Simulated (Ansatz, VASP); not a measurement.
W3C2 in VASP and in Ansatz

INCAR

```
PREC = Accurate
ENCUT = 600
EDIFF = 1E-6
ISMEAR = 0
SIGMA = 0.1
LREAL = False
LASPH = True
NELM = 80
ALGO = Normal
ISIF = 3
LWAVE = False
LCHARG = False
GGA = PE
IBRION = 2
NSW = 90
EDIFFG = -0.04
```

KPOINTS

```
Automatic mesh
0
Gamma
  6 6 6
```

The input POSCAR:

```
W3C2
1.0
    2.2509756100      1.2996013700      4.7751417600
   -2.2509756100      1.2996013700      4.7751417600
    0.0000000000     -2.5992027500      4.7751417600
W C
3 2
Direct
    0.4050000000      0.4050000000      0.4050000000
    0.5950000000      0.5950000000      0.5950000000
    0.0000000000      0.0000000000      0.0000000000
    0.8012999900      0.8012999900      0.8012999900
    0.1987000100      0.1987000100      0.1987000100
```

Input for Ansatz:

```yaml
crystal:
  lattice:
    - [2.25097561, 1.29960137, 4.77514176]
    - [-2.25097561, 1.29960137, 4.77514176]
    - [0.0, -2.59920275, 4.77514176]
  atoms:
    - { symbol: W, position: [0.405, 0.405, 0.405] }
    - { symbol: W, position: [0.595, 0.595, 0.595] }
    - { symbol: W, position: [0.0, 0.0, 0.0] }
    - { symbol: C, position: [0.80129999, 0.80129999, 0.80129999] }
    - { symbol: C, position: [0.19870001, 0.19870001, 0.19870001] }
basis:
  ecutwfc: 420
kpoints:
  mp_grid: { grid: [6, 6, 6] }
hamiltonian:
  xc: pbe
scf:
  occupations: { method: gaussian, width: 0.1 }
  lower_state_search: "off"
output:
  forces: true
  stress: true
  eigenvalues: true
relax:
  adjacent_minimum: "off"
  f_tol: 0.04
  max_steps: 70
  cell: { stress_tol: 0.4 }
```

Change from the starting cell: species swapped into the Li3Ga2 type (R-3m, No. 166).

Alike in both runs: task relaxation of cell and atoms; functional PBE; k mesh 6 × 6 × 6; occupations gaussian, width 0.1 eV; no spin polarisation.

|  | VASP | Ansatz |
| --- | --- | --- |
| version | VASP 6.6.1 | Ansatz 0.2.0 |
| potentials or method | VASP PAW PBE potentials, release 64 (W_sv, C), cutoff 600 eV | scalar-relativistic, plane waves, PAW |
| valence electrons in the cell | 50 | 50 |

Ansatz gave:

| Quantity | Value |
| --- | --- |
| gap on the k mesh at the Fermi level, each at its own relaxed structure (eV) | none |
| relaxed volume (Å³/atom) | 13.51 |
| relaxed length of the cell vector where the two differ most in proportion (Å) | 4.501 |

Problem. Which values does VASP return?

Solution. gap on the k mesh at the Fermi level, each at its own relaxed structure (eV): none; relaxed volume (Å³/atom): 13.54; relaxed length of the cell vector where the two differ most in proportion (Å): 4.504.

A gap of «none» marks a metal or a gap that the smearing closes.

Spin-orbit coupling is off throughout. Noted on VASP's run: the volume moved by over 15 % at a fixed basis, so the end points are rough.
